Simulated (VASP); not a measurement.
InAs (zincblende type): single point with PBE

Crystal: InAs (zincblende type).

```
CELL_PARAMETERS angstrom
0.00000 2.53449 2.53449
2.53449 0.00000 2.53449
2.53449 2.53449 0.00000
ATOMIC_POSITIONS crystal
In 0.00000 0.00000 0.00000
As 0.25000 0.25000 0.25000
```

This cell differs from its parent crystal: volume scaled by 0.55.

```
Program                : VASP 6.6.1
Task                   : single point
Functional             : PBE
Potentials or basis    : VASP PAW PBE potentials, release 64 (In_d, As)
Cutoff                 : 520 eV
k mesh                 : 11 × 11 × 11
Occupations            : fermi-dirac, width 0.08 eV
Spin                   : no spin polarisation
Dipole correction      : no
Further INCAR settings : ALGO = Normal; EDIFF = 1e-07; NBANDS = 16
```

- Pressure: 115.9 GPa
- Band gap on the k mesh: 0.20 eV, indirect (least direct gap 2.05 eV)

Levels at points of the mesh, in eV from the valence-band top:
```tsv
k point	band 6	band 7	band 8	band 9	band 10	band 11	band 12	band 13
(0.00, 0.00, 0.00)	-16.51	0.00	0.00	0.00	2.05	3.61	3.61	3.61
```

It took 27 s on 1 thread of AMD EPYC 9R45 96-Core Processor (Zen 5), with other jobs on the host, peak memory 0.14 GiB.

Caveat: spin-orbit coupling is left out, which moves the levels of the heavy elements. A k mesh can miss the band edges.
